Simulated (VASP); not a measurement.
# SiO2 (I4/mmm) in VASP: settings compared, part 2 of 2

VASP 6.6.1.

## 3. Single point, PBE

This run uses another cell than the first one, of 18.46 Å³/atom.

File INCAR:

```
ALGO = Normal ; EDIFF = 1E-6
ENCUT = 520 ; GGA = PE
ISIF = 2 ; ISMEAR = -1
LASPH = T ; LCHARG = F
LREAL = F ; LWAVE = F
NBANDS = 44 ; NELM = 60
PREC = Accurate ; SIGMA = 0.05
```

File KPOINTS:

```
k-points
0
Gamma
  6 6 6
```

File POSCAR:

```
SiO2
1.0
   -4.5597498566      4.5597498566      2.6629945381
    4.5597498566     -4.5597498566      2.6629945381
    4.5597498566      4.5597498566     -2.6629945381
Si O
4 8
Direct
    0.8231114200      0.8231114200      0.6462228400
    0.1768885800      0.8231114200      0.0000000000
    0.8231114200      0.1768885800      0.0000000000
    0.1768885800      0.1768885800      0.3537771600
    0.0000000000      0.7914513400      0.7914513400
    0.2085486600      0.0000000000      0.2085486600
    0.7914513400      0.0000000000      0.7914513400
    0.0000000000      0.2085486600      0.2085486600
    0.0000000000      0.0000000000      0.5000000000
    0.5000000000      0.0000000000      0.0000000000
    0.0000000000      0.5000000000      0.0000000000
    0.5000000000      0.5000000000      0.5000000000
```

Potentials or basis: VASP PAW PBE potentials, release 64 (Si, O).

The run is started by

```bash
cat potpaw_PBE.64/Si/POTCAR potpaw_PBE.64/O/POTCAR > POTCAR
mpirun -np 1 vasp_std > vasp.out
```

OUTCAR:

```text
EDIFF = 1E-6
   ENCUT = 520
   GGA = PE
   ISIF = 2
   ISMEAR = -1
   LASPH = T
   LREAL = F
   NELM = 60
   PREC = Accurate

 ion  position               nearest neighbor table
   1  0.823  0.823  0.646-   9 1.63  12 1.63   5 1.64   7 1.64
   2  0.177  0.823  0.000-  10 1.63  11 1.63   5 1.64   6 1.64
   3  0.823  0.177  0.000-  11 1.63  10 1.63   7 1.64   8 1.64
   4  0.177  0.177  0.354-  12 1.63   9 1.63   6 1.64   8 1.64
   5  0.000  0.791  0.791-   1 1.64   2 1.64
   6  0.209  0.000  0.209-   2 1.64   4 1.64
[... 1357 lines left out ...]

 VOLUME and BASIS-vectors are now :
 -----------------------------------------------------------------------------
  energy-cutoff  :      520.00
  volume of cell :      221.47
      direct lattice vectors                 reciprocal lattice vectors
    -4.559749857  4.559749857  2.662994538     0.000000000  0.109655138  0.187758553
     4.559749857 -4.559749857  2.662994538     0.109655138  0.000000000  0.187758553
     4.559749857  4.559749857 -2.662994538     0.109655138  0.109655138  0.000000000

 POSITION                                       TOTAL-FORCE (eV/Angst)
 -----------------------------------------------------------------------------------
      2.94661      2.94661      2.66299         0.036613      0.036613      0.000000
      2.94661     -2.94661      2.66299         0.036613     -0.036613      0.000000
     -2.94661      2.94661      2.66299        -0.036613      0.036613      0.000000
      1.61314      1.61314      0.00000        -0.036613     -0.036613     -0.000000
      7.21764      0.00000      0.00000         0.119080     -0.000000     -0.000000
      0.00000      1.90186      0.00000        -0.000000     -0.119080      0.000000
      0.00000      7.21764      0.00000        -0.000000      0.119080     -0.000000
      1.90186      0.00000      0.00000        -0.119080     -0.000000      0.000000
      2.27987      2.27987     -1.33150        -0.000000     -0.000000     -0.000000
     -2.27987      2.27987      1.33150        -0.000000     -0.000000     -0.000000
      2.27987     -2.27987      1.33150        -0.000000     -0.000000     -0.000000
      2.27987      2.27987      1.33150        -0.000000     -0.000000     -0.000000
 -----------------------------------------------------------------------------------
    total drift:                               -0.000000     -0.000000      0.000000

  FREE ENERGIE OF THE ION-ELECTRON SYSTEM (eV)
  ---------------------------------------------------
  free  energy   TOTEN  =       -94.7689190126 eV

  energy  without entropy=      -94.7689190126  energy(sigma->0) =      -94.76891901
```

It took 4.1 min on 1 thread of AMD EPYC 9R45 (Zen 5), shared host; peak memory 0.45 GiB.

Results:

```yaml
Free_energy: -94.7689 eV
Pressure: -4.3 GPa
Largest_force: 0.119 eV/Å
Band_gap_on_the_k_mesh: 5.20 eV
```

Forces in eV/Å, atoms in the order of the input:
```
Si   0.037  0.037  0.000
Si   0.037 -0.037  0.000
Si  -0.037  0.037  0.000
Si  -0.037 -0.037  0.000
O    0.119  0.000  0.000
O    0.000 -0.119  0.000
O    0.000  0.119  0.000
O   -0.119  0.000  0.000
O    0.000  0.000  0.000
O    0.000  0.000  0.000
O    0.000  0.000  0.000
O    0.000  0.000  0.000
```

Caveat: the cell stands under tension.

## 4. Single point, PBE+D4

This run uses another cell than the first one, of 17.79 Å³/atom.

File INCAR:

```
SYSTEM = SiO2
ALGO = Normal
EDIFF = 1E-6
ENCUT = 520
GGA = PE
ISIF = 2
ISMEAR = -1
IVDW = 13
LASPH = .TRUE.
LCHARG = .FALSE.
LREAL = .FALSE.
LWAVE = .FALSE.
NBANDS = 44
NELM = 100
PREC = Accurate
SIGMA = 0.05
```

File KPOINTS:

```
k-points
0
G
  6 6 6
  0 0 0
```

File POSCAR:

```
SiO2
1.0
   -4.5004688848      4.5004688848      2.6352500726
    4.5004688848     -4.5004688848      2.6352500726
    4.5004688848      4.5004688848     -2.6352500726
Si O
4 8
Direct
    0.8229582335      0.8229582335      0.6459164669
    0.1770417665      0.8229582335      0.0000000000
    0.8229582335      0.1770417665      0.0000000000
    0.1770417665      0.1770417665      0.3540835331
    0.0000000000      0.7904314385      0.7904314385
    0.2095685615      0.0000000000      0.2095685615
    0.7904314385      0.0000000000      0.7904314385
    0.0000000000      0.2095685615      0.2095685615
    0.0000000000      0.0000000000      0.5000000000
    0.5000000000      0.0000000000      0.0000000000
    0.0000000000      0.5000000000      0.0000000000
    0.5000000000      0.5000000000      0.5000000000
```

The run is started by

```bash
cat potpaw_PBE.64/Si/POTCAR potpaw_PBE.64/O/POTCAR > POTCAR
mpirun -np 1 vasp_std > vasp.out
```

Run time: 7.1 min. Hardware: 1 thread of Intel Xeon Platinum 8259CL at 2.50GHz (Skylake/Cascade Lake), shared host; peak memory 0.49 GiB.

The run converged. Its results:

```
Free energy                : -96.3693 eV
Pressure                   : 0.0 GPa
Largest force              : 0.027 eV/Å
Band gap on the k mesh     : 5.37 eV
Dispersion energy per atom : -0.126 eV
```

Forces in eV/Å, atoms in the order of the input:
```
Si  -0.019 -0.019  0.000
Si  -0.019  0.019  0.000
Si   0.019 -0.019  0.000
Si   0.019  0.019  0.000
O    0.012  0.000  0.000
O    0.000 -0.012  0.000
O    0.000  0.012  0.000
O   -0.012  0.000  0.000
O    0.000  0.000  0.000
O    0.000  0.000  0.000
O    0.000  0.000  0.000
O    0.000  0.000  0.000
```

Levels at points of the mesh, in eV from the valence-band top:
```
           k point  band 29  band 30  band 31  band 32  band 33  band 34  band 35  band 36
(0.00, 0.00, 0.00)    -0.81    -0.67    -0.02     0.00     5.37     8.27     8.41     8.64
(0.50, 0.00, 0.00)    -1.07    -0.74    -0.57    -0.25     7.52     7.69     8.59     8.72
(0.50, 0.50, 0.00)    -0.44    -0.38    -0.38    -0.24     6.51     6.89     8.50     8.76
(0.50, 0.50, 0.50)    -0.99    -0.18     0.00     0.00     7.46     7.46     7.57     8.02
```

## 5. Single point, PBE

This run uses another cell than the first one, of 17.83 Å³/atom.

File INCAR:

```
SYSTEM = SiO2
PREC = Accurate ; ENCUT = 520
EDIFF = 1E-6 ; ISMEAR = -1
SIGMA = 0.05 ; LREAL = .False.
LASPH = .True. ; NELM = 60
ALGO = Normal ; ISIF = 2
LWAVE = .False. ; LCHARG = .False.
GGA = PE ; NBANDS = 44
```

File KPOINTS:

```
regular mesh
0
Gamma
  6 6 6
  0 0 0
```

File POSCAR:

```
SiO2
1.0
   -4.5049293543      4.5049293543      2.6363485867
    4.5049293543     -4.5049293543      2.6363485867
    4.5049293543      4.5049293543     -2.6363485867
Si O
4 8
Direct
    0.8230725458      0.8230725458      0.6461450915
    0.1769274542      0.8230725458      0.0000000000
    0.8230725458      0.1769274542      0.0000000000
    0.1769274542      0.1769274542      0.3538549085
    0.0000000000      0.7905336010      0.7905336010
    0.2094663990      0.0000000000      0.2094663990
    0.7905336010      0.0000000000      0.7905336010
    0.0000000000      0.2094663990      0.2094663990
    0.0000000000      0.0000000000      0.5000000000
    0.5000000000      0.0000000000      0.0000000000
    0.0000000000      0.5000000000      0.0000000000
    0.5000000000      0.5000000000      0.5000000000
```

The run is started by

```bash
cat potpaw_PBE.64/Si/POTCAR potpaw_PBE.64/O/POTCAR > POTCAR
mpirun -np 1 vasp_std > vasp.out
```

It took 5.3 min on 1 thread of Intel Xeon Platinum 8259CL at 2.50GHz (Skylake/Cascade Lake), shared host; peak memory 0.49 GiB.

Results (log left out):

```yaml
Free_energy: -94.8622 eV
Pressure: 0.0 GPa
Largest_force: 0.025 eV/Å
Band_gap_on_the_k_mesh: 5.36 eV
```

Forces on the atoms (eV/Å):
```
Si  -0.018 -0.018  0.000
Si  -0.018  0.018  0.000
Si   0.018 -0.018  0.000
Si   0.018  0.018  0.000
O    0.012  0.000  0.000
O    0.000 -0.012  0.000
O    0.000  0.012  0.000
O   -0.012  0.000  0.000
O    0.000  0.000  0.000
O    0.000  0.000  0.000
O    0.000  0.000  0.000
O    0.000  0.000  0.000
```

Levels at points of the mesh, in eV from the valence-band top:
```
           k point  band 29  band 30  band 31  band 32  band 33  band 34  band 35  band 36
(0.00, 0.00, 0.00)    -0.82    -0.65    -0.01     0.00     5.36     8.25     8.40     8.62
(0.50, 0.00, 0.00)    -1.07    -0.74    -0.57    -0.25     7.51     7.69     8.59     8.70
(0.50, 0.50, 0.00)    -0.44    -0.38    -0.37    -0.24     6.49     6.89     8.48     8.75
(0.50, 0.50, 0.50)    -0.98    -0.19     0.00     0.00     7.44     7.44     7.56     8.02
```

A k mesh can miss the band edges.

## 6. The runs side by side

```tsv
level	cell	gap on the mesh (eV)	pressure (GPa)	largest force (eV/Å)
PBE	a = 6.933 Å, angles 98.4, 98.4, 135.1°, 12 atoms	5.30	-1.9	0.04
PBE	a = 6.977 Å, angles 98.4, 98.4, 135.1°, 12 atoms	5.20	-4.3	0.12
PBE+D4	a = 6.889 Å, angles 98.4, 98.4, 135.0°, 12 atoms	5.37	0.0	0.03
PBE	a = 6.895 Å, angles 98.4, 98.4, 135.0°, 12 atoms	5.36	0.0	0.03
```

Alike in all rows: task single point; potentials or basis VASP PAW PBE potentials, release 64 (Si, O); no spin polarisation; k mesh 6 × 6 × 6; cutoff (eV) 520; smearing fermi-dirac 0.05 eV.

Caveats: the cell stands under tension (at least some runs).

Absolute energies hang on the potentials; compare differences alone.
